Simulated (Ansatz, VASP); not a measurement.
## Two plane-wave programs on Sc

```
Sc
1.0
     3.23092    0.00000    0.00000
    -1.61546    2.79806    0.00000
     0.00000    0.00000    4.98385
Sc
2
Direct
  0.33333 0.66667 0.25000
  0.66667 0.33333 0.75000
```

Alike in both runs: task relaxation of cell and atoms; functional LDA; k mesh 21 × 21 × 12; occupations gaussian, width 0.1 eV; no spin polarisation.

|  | VASP | Ansatz |
| --- | --- | --- |
| version | VASP 6.6.1 | Ansatz 0.2.0 |
| potentials or method | VASP PAW LDA potentials, release 64 (Sc_sv), cutoff 600 eV | scalar-relativistic, plane waves, PAW |
| valence electrons in the cell | 22 | 22 |

|  | VASP | Ansatz | Ansatz less VASP |
| --- | --- | --- | --- |
| gap on the k mesh at the Fermi level, each at its own relaxed structure (eV) | none | none | - |
| relaxed volume (Å³/atom) | 22.57 | 22.53 | -0.045 |
| relaxed length of the cell vector where the two differ most in proportion (Å) | 4.987 | 4.984 | -0.0036 |

Ansatz warns that its potentials were made for another functional, while VASP's fit it. LDA's correlation is that of Perdew and Zunger in VASP and of Perdew and Wang (1992) in Ansatz. A gap of «none» marks a metal or a gap that the smearing closes.
